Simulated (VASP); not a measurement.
Write the native input for VASP 6.6.1 that does the following.

- Task: single point
- Functional: PBE
- Dispersion: D3(BJ)
- Potentials or basis: VASP PAW PBE potentials, release 64 (Al, O)
- Cutoff: 600 eV
- k mesh: 11 × 11 × 3
- Occupations: fermi-dirac, width 0.05 eV
- Spin: no spin polarisation
- Dipole correction: no
- Further INCAR settings: ALGO = Normal; EDIFF = 1e-06; NBANDS = 20

The structure of Al2O3 lies in POSCAR:

```
Al2O3
1.0
    2.8672988566      0.0000000000      0.0000000000
   -1.4336494283      2.4831536500      0.0000000000
    0.0000000000      0.0000000000      7.2977376423
Al O
2 3
Direct
    0.0000000000      0.0000000000      0.8092615002
    0.0000000000      0.0000000000      0.1907384998
    0.3333333333      0.6666666667      0.7159237996
    0.6666666667      0.3333333333      0.0000000000
    0.3333333333      0.6666666667      0.2840762004
```

The input as run:

INCAR

```
  ALGO = Normal
  EDIFF = 1E-6
  ENCUT = 600
  GGA = PE
  GGA_COMPAT = False
  ISIF = 2
  ISMEAR = -1
  IVDW = 12
  LASPH = True
  LCHARG = True
  LELF = True
  LREAL = False
  LVHAR = True
  LWAVE = False
  NBANDS = 20
  NELM = 120
  PREC = Accurate
  SIGMA = 0.05
```

KPOINTS

```
k-points
0
Gamma
  11 11 3
```

Potentials or basis: VASP PAW PBE potentials, release 64 (Al, O).

Launch:

```bash
$ cat potpaw_PBE.64/Al/POTCAR potpaw_PBE.64/O/POTCAR > POTCAR
$ mpirun -np 1 vasp_std > vasp.out
```

It gave:

```yaml
Pressure: -0.2 GPa
Largest_force: 0.036 eV/Å
Band_gap_on_the_k_mesh: 4.54 eV (least direct gap 4.67 eV)
Dispersion_energy_per_atom: -0.194 eV
```

Caveat: an odd mesh through Γ misses points on the zone boundary, where band edges can lie.

It took 15 s on 1 thread of Intel(R) Xeon(R) 6975P-C (Granite Rapids), on a shared host, peak memory 0.2 GiB.
